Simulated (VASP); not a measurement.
# AlGaN2 (P-4m2) in VASP: a series of runs

The runs below take AlGaN2 through relaxation of shape and atoms at fixed volume, with LDA.

Everything below comes from runs of VASP 6.6.1. Logs are shortened: lines on timing, memory, paths and dates and some standing lists are left out, and cuts for length are marked.

## 1. The cell of the first run

Symmetry: P-4m2, No. 115, tetragonal system. Conventional cell: a = 3.020 Å, b = 3.020 Å, c = 4.244 Å, α = 90.00°, β = 90.00°, γ = 90.00°. Al (site symmetry -4m2) has 4 N at 1.82 Å within 2.4 Å. Ga (site symmetry -4m2) has 4 N at 1.87 Å within 2.5 Å. N (site symmetry 2mm) has 2 Al at 1.82 Å and 2 Ga at 1.87 Å within 2.4 Å.

## 2. Relaxation of shape and atoms at fixed volume, LDA (9.68 Å³/atom)

The input, INCAR:

```
SYSTEM = AlGaN2
  PREC = Accurate
  ENCUT = 600
  EDIFF = 1E-6
  ISMEAR = 0
  SIGMA = 0.02
  LREAL = .FALSE.
  LASPH = .TRUE.
  NELM = 100
  ALGO = Normal
  ISIF = 4
  LWAVE = .FALSE.
  LCHARG = .FALSE.
  GGA = CA
  IBRION = 2
  NSW = 50
  EDIFFG = -0.01
```

The input, KPOINTS:

```
Automatic mesh
0
G
  8 8 6
  0 0 0
```

The input, POSCAR:

```
AlGaN2
1.0
    3.0204912261      0.0000000000      0.0000000000
    0.0000000000      3.0204912261      0.0000000000
    0.0000000000      0.0000000000      4.2440986133
Al Ga N
1 1 2
Direct
    0.5000000000      0.5000000000      0.5000000000
    0.0000000000      0.0000000000      0.0000000000
    0.5000000000      0.0000000000      0.7397906127
    0.0000000000      0.5000000000      0.2602093873
```

Potentials or basis: VASP PAW LDA potentials, release 64 (Al, Ga_d, N).

Started as:

```console
$ cat potpaw_LDA.64/Al/POTCAR potpaw_LDA.64/Ga_d/POTCAR potpaw_LDA.64/N/POTCAR > POTCAR
$ mpirun -np 1 vasp_std > vasp.out
```

OUTCAR:

```text
SYSTEM = AlGaN2
   PREC = Accurate
   ENCUT = 600
   EDIFF = 1E-6
   ISMEAR = 0
   LREAL = .FALSE.
   LASPH = .TRUE.
   NELM = 100
   ISIF = 4
   GGA = CA
   IBRION = 2
   NSW = 50
   EDIFFG = -0.01

 ion  position               nearest neighbor table
   1  0.500  0.500  0.500-   3 1.82   4 1.82   3 1.82   4 1.82   2 3.01   2 3.01   2 3.01   2 3.01
                             2 3.01   2 3.01   2 3.01   2 3.01
   2  0.000  0.000  0.000-   3 1.87   4 1.87   4 1.87   3 1.87   1 3.01   1 3.01   1 3.01   1 3.01
                             1 3.01   1 3.01   1 3.01   1 3.01
   3  0.500  0.000  0.740-   1 1.82   1 1.82   2 1.87   2 1.87
   4  0.000  0.500  0.260-   1 1.82   1 1.82   2 1.87   2 1.87

  LATTYP: Found a simple tetragonal cell.
 ALAT       =     3.0204912261
 C/A-ratio  =     1.4051021160

  Lattice vectors:

 A1 = (   3.0204912261,   0.0000000000,   0.0000000000)
 A2 = (   0.0000000000,   3.0204912261,   0.0000000000)
 A3 = (   0.0000000000,   0.0000000000,   4.2440986133)

Analysis of symmetry for initial positions (statically):
=====================================================================
 Subroutine PRICEL returns:
 Original cell was already a primitive cell.

 Routine SETGRP: Setting up the symmetry group for a
 simple tetragonal supercell.

 Subroutine GETGRP returns: Found  8 space group operations
 (whereof  8 operations were pure point group operations)
 out of a pool of 16 trial point group operations.

The static configuration has the point symmetry D_2d.

Analysis of symmetry for dynamics (positions and initial velocities):
=====================================================================
 Subroutine PRICEL returns:
 Original cell was already a primitive cell.

 Routine SETGRP: Setting up the symmetry group for a
 simple tetragonal supercell.

 Subroutine GETGRP returns: Found  8 space group operations
 (whereof  8 operations were pure point group operations)
 out of a pool of 16 trial point group operations.

The dynamic configuration has the point symmetry D_2d.

 Subroutine INISYM returns: Found  8 space group operations
 (whereof  8 operations are pure point group operations),
 and found     1 'primitive' translations

----------------------------------------------------------------------------------------

                                     Primitive cell

  volume of cell :      38.7205

  direct lattice vectors                    reciprocal lattice vectors
     3.020491226  0.000000000  0.000000000     0.331071976  0.000000000  0.000000000
     0.000000000  3.020491226  0.000000000     0.000000000  0.331071976  0.000000000
     0.000000000  0.000000000  4.244098613     0.000000000  0.000000000  0.235621292

  length of vectors
     3.020491226  3.020491226  4.244098613     0.331071976  0.331071976  0.235621292

  position of ions in fractional coordinates (direct lattice)
     0.500000000  0.500000000  0.500000000
     0.000000000  0.000000000  0.000000000
     0.500000000  0.000000000  0.739790613
     0.000000000  0.500000000  0.260209387

  ion indices of the primitive-cell ions
   primitive index   ion index
                 1           1
                 2           2
                 3           3
                 4           4

----------------------------------------------------------------------------------------

 KPOINTS: Automatic mesh

Automatic generation of k-mesh.
 Grid dimensions read from file:
 generate k-points for:    8    8    6

 Generating k-lattice:

  Cartesian coordinates                     Fractional coordinates (reciprocal lattice)
     0.041383997  0.000000000  0.000000000     0.125000000  0.000000000  0.000000000
     0.000000000  0.041383997  0.000000000     0.000000000  0.125000000  0.000000000
     0.000000000  0.000000000  0.039270215     0.000000000  0.000000000  0.166666667

  Length of vectors
     0.041383997  0.041383997  0.039270215

  Shift w.r.t. Gamma in fractional coordinates (k-lattice)
     0.000000000  0.000000000  0.000000000

 Subroutine IBZKPT returns following result:
 ===========================================

 Found     60 irreducible k-points:

 Following reciprocal coordinates:
            Coordinates               Weight
  0.000000  0.000000  0.000000      1.000000
  0.125000  0.000000  0.000000      4.000000
  0.250000  0.000000  0.000000      4.000000
  0.375000  0.000000  0.000000      4.000000
  0.500000  0.000000  0.000000      2.000000
  0.125000  0.125000  0.000000      4.000000
[... 16 lines left out ...]
  0.375000  0.125000  0.166667     16.000000
  0.500000  0.125000  0.166667      8.000000
 [... further k-points ...]
   k-points           NKPTS =     60   k-points in BZ     NKDIM =     60   number of bands    NBANDS=     17
   number of dos      NEDOS =    301   number of ions     NIONS =      4
   total plane-waves  NPLWV =  20736
   dimension x,y,z NGX =    24 NGY =   24 NGZ =   36
   dimension x,y,z NGXF=    48 NGYF=   48 NGZF=   72
   ions per type =               1   1   2
   NGX,Y,Z   is equivalent  to a cutoff of  13.21, 13.21, 14.10 a.u.
   NGXF,Y,Z  is equivalent  to a cutoff of  26.42, 26.42, 28.20 a.u.
 SYSTEM =  AlGaN2
   PREC   = accura    normal or accurate (medium, high low for compatibility)
   ISTART =      0    job   : 0-new  1-cont  2-samecut
   ICHARG =      2    charge: 1-file 2-atom 10-const
   ISPIN  =      1    spin polarized calculation?
   LNONCOLLINEAR =      F non collinear calculations
   LSORBIT =      F    spin-orbit coupling
   LASPH  =      T    aspherical Exc in radial PAW
   ENCUT  =  600.0 eV  44.10 Ry    6.64 a.u.   6.03  6.03  8.48*2*pi/ulx,y,z
   NELM   =    100;   NELMIN=  2; NELMDL= -5     # of ELM steps
   EDIFF  = 0.1E-05   stopping-criterion for ELM
   LREAL  =      F    real-space projection
   EDIFFG = -.1E-01   stopping-criterion for IOM
   NSW    =     50    number of steps for IOM
   IBRION =      2    ionic relax: 0-MD 1-quasi-New 2-CG
   NFREE  =      1    steps in history (QN), initial steepest desc. (CG)
   ISIF   =      4    stress and relaxation
   ISYM   =      2    0-nonsym 1-usesym 2-fastsym
   POTIM  = 0.5000    time-step for ionic-motion
   TEBEG  =    0.0;   TEEND  =   0.0 temperature during run
   PSTRESS=    0.0 pullay stress
   NELECT =      26.0000    total number of electrons
   NUPDOWN=      -1.0000    fix difference up-down
   EMIN   =  10.00;   EMAX   =-10.00  energy-range for DOS
   EFERMI =   0.00;   METHOD = LEGACY
   ISMEAR =     0;   SIGMA  =   0.02  broadening in eV -4-tet -1-fermi 0-gaus
   EFERMI_NEDOS =   21; number of points for ismear=-14 and -15
   IALGO  =     38    algorithm
   IMIX   =      4    mixing-type and parameters
     AMIX     =   0.40;   BMIX     =  1.00
     AMIX_MAG =   1.60;   BMIX_MAG =  1.00
  volume/ion in A,a.u.               =       9.68        65.32
  Fermi-wavevector in a.u.,A,eV,Ry     =   1.433571  2.709056 27.961667  2.055125
  Thomas-Fermi vector in A             =   2.553074
   LORBIT       =      0    0 simple, 1 ext, 2 COOP (PROOUT), +10 PAW based schemes
   GGA     = CA    functional components
   LHFCALC =     F    Hartree Fock is set to
   AEXX    =    0.0000 exact exchange contribution
   IVDW    =     0    specifies the selected vdW correction
   LEPSILON=     F    determine dielectric tensor
   LRPA    =     F    only Hartree local field effects (RPA)
 conjugate gradient relaxation of ions
 non-spin polarized calculation
 Gauss-broadening in eV      SIGMA  =   0.02
  energy-cutoff  :      600.00
  volume of cell :       38.72
 maximum number of plane-waves:      1313
   NGX = 13   NGY = 13   NGZ = 17

--------------------------------------- Ionic step        1  -------------------------------------------

 number of electron      26.0000007 magnetization

 Free energy of the ion-electron system (eV)
  ---------------------------------------------------
  ext. energy  EPLUGINS =         0.00000000
  ---------------------------------------------------
  free energy    TOTEN  =       -30.02801412 eV

  energy without entropy =      -30.02801412  energy(sigma->0) =      -30.02801412

------------------------ aborting loop because EDIFF is reached ----------------------------------------

  FORCE on cell =-STRESS in cart. coord.  units (eV):
  Direction    XX          YY          ZZ          XY          YZ          ZX
  --------------------------------------------------------------------------------------
  -------------------------------------------------------------------------------------
  Total        6.0032794      6.0032794      5.9702270      0.0000000      0.0000000      0.0000000
  in kB      248.4039593    248.4039593    247.0363172      0.0000000      0.0000000      0.0000000
  external PRESSURE =     247.9480786 kB  Pullay stress =       0.0000000 kB
[... 61 lines left out ...]
  energy  without entropy=      -30.0280827556  energy(sigma->0) =      -30.02808276

--------------------------------------- Ionic step        3  -------------------------------------------

 number of electron      26.0000007 magnetization

 Free energy of the ion-electron system (eV)
  ---------------------------------------------------
  ext. energy  EPLUGINS =         0.00000000
  ---------------------------------------------------
  free energy    TOTEN  =       -30.02810242 eV

  energy without entropy =      -30.02810242  energy(sigma->0) =      -30.02810242

 E-fermi :   6.7847     XC(G=0): -12.3183

 val. band max:        6.7009034228   @ k =   0.0000   0.0000   0.0000
 cond. band min:       9.9747212564   @ k =   0.5000   0.5000   0.0000
 fundamental gap:      3.2738178336
 Fermi energy:         6.7846605943

 k-point     1 :       0.0000    0.0000    0.0000
  band No.  band energies     occupation
      1      -9.5974      2.00000
      2      -7.7348      2.00000
      3      -6.4282      2.00000
      4      -6.4282      2.00000
      5      -6.3815      2.00000
      6      -6.1312      2.00000
[... 9 lines left out ...]
     16      14.7797      0.00000
     17      18.7494      0.00000
[... 443 lines left out ...]
      1      -8.0308      2.00000
      2      -7.8883      2.00000
      3      -6.4095      2.00000
      4      -6.3012      2.00000
      5      -6.2787      2.00000
      6      -5.5377      2.00000
[... 9 lines left out ...]
     16      15.4566      0.00000
     17      16.0834      0.00000

 [... further k-points ...]

------------------------ aborting loop because EDIFF is reached ----------------------------------------

  FORCE on cell =-STRESS in cart. coord.  units (eV):
  Direction    XX          YY          ZZ          XY          YZ          ZX
  --------------------------------------------------------------------------------------
  -------------------------------------------------------------------------------------
  Total        6.0058202      6.0058202      5.9715471      0.0000000      0.0000000      0.0000000
  in kB      248.5090924    248.5090924    247.0909411      0.0000000      0.0000000      0.0000000
  external PRESSURE =     248.0363753 kB  Pullay stress =       0.0000000 kB
[... 19 lines left out ...]
  FREE ENERGIE OF THE ION-ELECTRON SYSTEM (eV)
  ---------------------------------------------------
  free  energy   TOTEN  =       -30.0281024216 eV

  energy  without entropy=      -30.0281024216  energy(sigma->0) =      -30.02810242

 reached required accuracy - stopping structural energy minimisation
```

Run time: 71 s. Hardware: 1 thread of Intel Xeon Platinum 8259CL at 2.50GHz (Skylake/Cascade Lake), shared host; peak memory 0.17 GiB.

What came out:

* Free energy: -30.0281 eV
* Energy gained by relaxing: 0.0 meV/atom
* Ionic steps: 3
* Pressure after relaxing: 24.8 GPa
* Band gap on the k mesh: 3.27 eV (least direct gap 3.59 eV)

Forces in eV/Å, atoms in the order of the input:
```
Al   0.000  0.000  0.000
Ga   0.000  0.000  0.000
N    0.000  0.000  0.002
N    0.000  0.000 -0.002
```

Final structure:
```yaml
crystal:
  lattice:
    - [3.02076, 0.00000, 0.00000]
    - [0.00000, 3.02076, 0.00000]
    - [0.00000, 0.00000, 4.24333]
  atoms:
    - { symbol: Al, position: [0.50000, 0.50000, 0.50000] }
    - { symbol: Ga, position: [0.00000, 0.00000, 0.00000] }
    - { symbol: N, position: [0.50000, 0.00000, 0.73940] }
    - { symbol: N, position: [0.00000, 0.50000, 0.26060] }
```

A k mesh can miss the band edges.

## 3. Relaxation of shape and atoms at fixed volume, LDA (10.00 Å³/atom)

This run uses another cell than the first one, of 10.00 Å³/atom.

The input, INCAR:

```
SYSTEM = AlGaN2
PREC = Accurate ; ENCUT = 600
EDIFF = 1E-6 ; ISMEAR = 0
SIGMA = 0.02 ; LREAL = .FALSE.
LASPH = .TRUE. ; NELM = 100
ALGO = Normal ; ISIF = 4
LWAVE = .FALSE. ; LCHARG = .FALSE.
GGA = CA ; IBRION = 2
NSW = 50 ; EDIFFG = -0.01
```

KPOINTS is that of step 2.

The input, POSCAR:

```
AlGaN2
1.0
    3.0520631676      0.0000000000      0.0000000000
    0.0000000000      3.0520631676      0.0000000000
    0.0000000000      0.0000000000      4.2937825733
Al Ga N
1 1 2
Direct
    0.5000000000      0.5000000000      0.5000000000
    0.0000000000      0.0000000000      0.0000000000
    0.5000000000      0.0000000000      0.7399957396
    0.0000000000      0.5000000000      0.2600042604
```

Potentials or basis: VASP PAW LDA potentials, release 64 (Al, Ga_d, N).

Started as:

```console
$ cat potpaw_LDA.64/Al/POTCAR potpaw_LDA.64/Ga_d/POTCAR potpaw_LDA.64/N/POTCAR > POTCAR
$ mpirun -np 1 vasp_std > vasp.out
```

Wall time 74 s (1 thread of Intel Xeon Platinum 8259CL at 2.50GHz (Skylake/Cascade Lake), shared host); peak memory 0.18 GiB.

The run converged. Its results:

```yaml
Free_energy: -30.1893 eV
Energy_gained_by_relaxing: 0.0 meV/atom
Ionic_steps: 3
Pressure_after_relaxing: 15.5 GPa
Band_gap_on_the_k_mesh: 3.26 eV (least direct gap 3.53 eV)
```

Stress tensor (GPa, compression positive):
```
15.58  0.00  0.00
 0.00 15.58  0.00
 0.00  0.00 15.45
```

The path:
| step | energy change (eV) | largest force (eV/Å) | pressure (GPa) | volume (Å³) |
| --- | --- | --- | --- | --- |
| 1 | 0.0000 | 0.0526 | 15.53 | 40.00 |
| 2 | -0.0001 | 0.0220 | 15.51 | 40.00 |
| 3 | -0.0001 | 0.0019 | 15.54 | 40.00 |

Final structure:
```yaml
crystal:
  lattice:
    - [3.05236, 0.00000, 0.00000]
    - [0.00000, 3.05236, 0.00000]
    - [0.00000, 0.00000, 4.29295]
  atoms:
    - { symbol: Al, position: [0.50000, 0.50000, 0.50000] }
    - { symbol: Ga, position: [0.00000, 0.00000, 0.00000] }
    - { symbol: N, position: [0.50000, 0.00000, 0.73956] }
    - { symbol: N, position: [0.00000, 0.50000, 0.26044] }
```

Levels at points of the mesh, in eV from the valence-band top:
| k point | band 9 | band 10 | band 11 | band 12 | band 13 | band 14 | band 15 | band 16 | band 17 |
| --- | --- | --- | --- | --- | --- | --- | --- | --- | --- |
| (0.00, 0.00, 0.00) | -2.57 | -2.57 | -0.27 | 0.00 | 0.00 | 3.53 | 3.55 | 7.92 | 11.81 |
| (0.50, 0.00, 0.00) | -4.68 | -3.22 | -3.09 | -1.07 | -0.78 | 7.37 | 7.78 | 8.31 | 8.93 |
| (0.50, 0.50, 0.00) | -5.24 | -2.53 | -2.49 | -2.49 | -2.46 | 3.26 | 3.26 | 6.71 | 9.04 |
| (0.00, 0.00, 0.50) | -2.55 | -1.75 | -1.75 | -1.07 | -1.07 | 5.58 | 5.73 | 8.57 | 9.63 |
| (0.50, 0.00, 0.50) | -6.71 | -1.05 | -0.96 | -0.64 | -0.63 | 5.83 | 7.15 | 9.54 | 9.89 |
| (0.50, 0.50, 0.50) | -4.59 | -4.44 | -3.59 | -3.59 | -3.55 | 6.31 | 6.31 | 9.72 | 11.17 |

A k mesh can miss the band edges.

## 4. Relaxation of shape and atoms at fixed volume, LDA (10.32 Å³/atom)

This run uses another cell than the first one, of 10.32 Å³/atom.

The input, INCAR:

```
  PREC = Accurate
  ENCUT = 600
  EDIFF = 1E-7
  ISMEAR = 0
  SIGMA = 0.02
  LREAL = False
  LASPH = True
  NELM = 80
  ALGO = Normal
  ISIF = 4
  LWAVE = False
  LCHARG = False
  GGA = CA
  IBRION = 2
  NSW = 50
  EDIFFG = -0.01
```

The input, KPOINTS:

```
regular mesh
0
Gamma
  8 8 6
```

The input, POSCAR:

```
AlGaN2
1.0
    3.0838167761      0.0000000000      0.0000000000
    0.0000000000      3.0838167761      0.0000000000
    0.0000000000      0.0000000000      4.3400409971
Al Ga N
1 1 2
Direct
    0.5000000000      0.5000000000      0.5000000000
    0.0000000000      0.0000000000      0.0000000000
    0.5000000000      0.0000000000      0.7400513253
    0.0000000000      0.5000000000      0.2599486747
```

Started as:

```console
$ cat potpaw_LDA.64/Al/POTCAR potpaw_LDA.64/Ga_d/POTCAR potpaw_LDA.64/N/POTCAR > POTCAR
$ mpirun -np 1 vasp_std > vasp.out
```

Wall time 94 s (1 thread of Intel Xeon Platinum 8259CL at 2.50GHz (Skylake/Cascade Lake), shared host); peak memory 0.19 GiB.

It converged, with:

```yaml
Free_energy: -30.2822 eV
Energy_gained_by_relaxing: 0.0 meV/atom
Ionic_steps: 3
Pressure_after_relaxing: 7.6 GPa
Largest_force_after_relaxing: 0.004 eV/Å
Band_gap_on_the_k_mesh: 3.25 eV (least direct gap 3.29 eV)
```

Forces on the atoms (eV/Å):
```
Al   0.000  0.000  0.000
Ga   0.000  0.000  0.000
N    0.000  0.000  0.004
N    0.000  0.000 -0.004
```

Stress tensor (GPa, compression positive):
```
7.62 0.00 0.00
0.00 7.62 0.00
0.00 0.00 7.53
```

Final structure:
```
Al Ga N
1.0
     3.08401    0.00000    0.00000
     0.00000    3.08401    0.00000
     0.00000    0.00000    4.33948
Al Ga N
1 1 2
Direct
  0.50000 0.50000 0.50000
  0.00000 0.00000 0.00000
  0.50000 0.00000 0.73967
  0.00000 0.50000 0.26033
```

Levels at points of the mesh, in eV from the valence-band top:
| k point | band 10 | band 11 | band 12 | band 13 | band 14 | band 15 | band 16 | band 17 |
| --- | --- | --- | --- | --- | --- | --- | --- | --- |
| (0.00, 0.00, 0.00) | -2.49 | -0.25 | 0.00 | 0.00 | 3.29 | 3.52 | 7.75 | 11.53 |
| (0.50, 0.00, 0.00) | -3.13 | -3.02 | -1.03 | -0.75 | 7.27 | 7.52 | 8.15 | 8.69 |
| (0.50, 0.50, 0.00) | -2.45 | -2.41 | -2.41 | -2.39 | 3.25 | 3.25 | 6.53 | 8.88 |
| (0.00, 0.00, 0.50) | -1.68 | -1.68 | -1.05 | -1.05 | 5.44 | 5.58 | 8.29 | 9.43 |
| (0.50, 0.00, 0.50) | -1.01 | -0.93 | -0.63 | -0.61 | 5.57 | 6.91 | 9.37 | 9.70 |
| (0.50, 0.50, 0.50) | -4.28 | -3.47 | -3.47 | -3.45 | 6.23 | 6.23 | 9.36 | 11.03 |

## 5. Overview

```csv
cell,gap on the mesh (eV),pressure (GPa)
"relaxed from a = 3.020, b = 3.020, c = 4.244 Å, 4 atoms",3.27,24.8
"relaxed from a = 3.052, b = 3.052, c = 4.294 Å, 4 atoms",3.26,15.5
"relaxed from a = 3.084, b = 3.084, c = 4.340 Å, 4 atoms",3.25,7.6
```

Alike in all rows: task relaxation of shape and atoms at fixed volume; level LDA; potentials or basis VASP PAW LDA potentials, release 64 (Al, Ga_d, N); no spin polarisation; k mesh 8 × 8 × 6; cutoff (eV) 600; smearing gaussian 0.02 eV.

Absolute energies hang on the potentials; compare differences alone.
